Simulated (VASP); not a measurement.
Write the native input for VASP 6.6.1 that does the following.

```
Task                   : single point
Functional             : PBE
Potentials or basis    : VASP PAW PBE potentials, release 64 (P, Co, Zr_sv)
Cutoff                 : 400 eV
k mesh                 : 1 × 1 × 1, shifted
Occupations            : fermi-dirac, width 0.0913 eV
Spin                   : no spin polarisation
Dipole correction      : no
Mended                 : yes
Further INCAR settings : LREAL = Auto; ALGO = Normal; EDIFF = 1e-06; NBANDS = 74; ISYM = -1
```

The structure of ZrCo2P17 lies in POSCAR:

```
ZrCo2P17
1.0
    6.2302900000     -0.0420620000     -0.1372180000
   -0.0420620000      6.5845580000     -0.0758190000
   -0.1372180000     -0.0758190000      6.5099230000
P Co Zr
17 2 1
Direct
    0.1091526642      0.8515790355      0.0574970827
    0.3721725403      0.0707918733      0.1121733914
    0.5451150914      0.6276036313      0.7042941802
    0.1985133109      0.8396734560      0.5841372934
    0.6931381408      0.9154174111      0.5443261099
    0.8174087774      0.1127063432      0.2820481102
    0.6558572214      0.3906395521      0.4345101035
    0.4013614728      0.8283094847      0.3482343210
    0.6363351830      0.8160935830     -0.0325380130
    0.5751105878      0.2115839561      0.9122717133
    0.2062587167      0.3273052182      0.2680006143
    0.4635103094      0.5459664335      0.1451282276
    0.4464473923      0.1637872259      0.6072490876
    0.9106627565      0.0106542031      0.8234337201
    0.9485497754      0.4546800780      0.6822095272
    0.9539819436      0.6449348649      0.4035615799
    0.1819215487      0.3043306437      0.8798426581
    0.2134192062      0.6335151547      0.8344140848
    1.0684054754      0.1666381655      0.5594296279
    0.8472510371      0.4698370433      0.0433425507
```

The input as run:

INCAR

```
  PREC = Accurate
  ENCUT = 400
  EDIFF = 1E-6
  ISMEAR = -1
  SIGMA = 0.0913
  LREAL = Auto
  LASPH = True
  NELM = 120
  ALGO = Normal
  ISIF = 2
  LWAVE = False
  LCHARG = False
  GGA = PE
  NBANDS = 74
  ISYM = -1
  GGA_COMPAT = False
```

KPOINTS

```
explicit points
1
Reciprocal
  0.25000000   0.25000000   0.25000000 1
```

Potentials or basis: VASP PAW PBE potentials, release 64 (P, Co, Zr_sv).

Run with:

```bash
$ cat potpaw_PBE.64/P/POTCAR potpaw_PBE.64/Co/POTCAR potpaw_PBE.64/Zr_sv/POTCAR > POTCAR
$ mpirun -np 1 vasp_std > vasp.out
```

It gave:

```json
{
  "Pressure": "19.3 GPa",
  "Largest force": "3.078 eV/Å",
  "Band gap on the k mesh": "zero (an odd number of electrons rules out a gap without spin polarisation)"
}
```

Caveat: the atoms stand as in a frame of molecular dynamics; the run has no spin polarisation, though such a crystal can be magnetic.

Wall time 64 s on 1 thread of Intel(R) Xeon(R) Platinum 8259CL CPU @ 2.50GHz (Skylake/Cascade Lake) (shared host), peak memory 0.27 GiB.
